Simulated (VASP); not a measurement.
Runs of VASP 6.6.1 on BAs. The structure is that of space group F-43m (No. 216), or close to it. The cells are those of the table. 

| level | potentials or basis | cell | k mesh | cutoff (eV) | smearing | gap on the mesh (eV) | pressure (GPa) |
| --- | --- | --- | --- | --- | --- | --- | --- |
| HSE06 | VASP PAW PBE potentials, release 64 (B, As) | a = 3.315 Å, angles 60.0°, 2 atoms | 6 × 6 × 6 | 520 | gaussian 0.01 eV | 1.90 | (a) |
| HSE06 | VASP PAW PBE potentials, release 64 (B, As) | a = 3.349 Å, angles 60.0°, 2 atoms | 6 × 6 × 6 | 520 | gaussian 0.01 eV | (b) | 3.4 |
| PBE | VASP PAW PBE potentials, release 64 (B, As_d) | a = 3.247 Å, angles 60.0°, 2 atoms | 10 × 10 × 10 | 560 | fermi-dirac 0.02 eV | 1.06 | 23.8 |
| PBE | VASP PAW PBE potentials, release 64 (B, As_d) | a = 3.349 Å, angles 60.0°, 2 atoms | 10 × 10 × 10 | 560 | fermi-dirac 0.02 eV | 1.16 | 6.4 |

Alike in all rows: no spin polarisation.

**Question.** Estimate the missing entries.

**Answer.** (a) 8.6; (b) 1.93.

Caveats: the cell stands under pressure; the PAW data sets were made with another functional, which shifts forces and pressure a little (at least some runs).

A k mesh can miss the band edges, and the runs leave out spin-orbit coupling on As.

The runs don't all hold the same shells in valence.
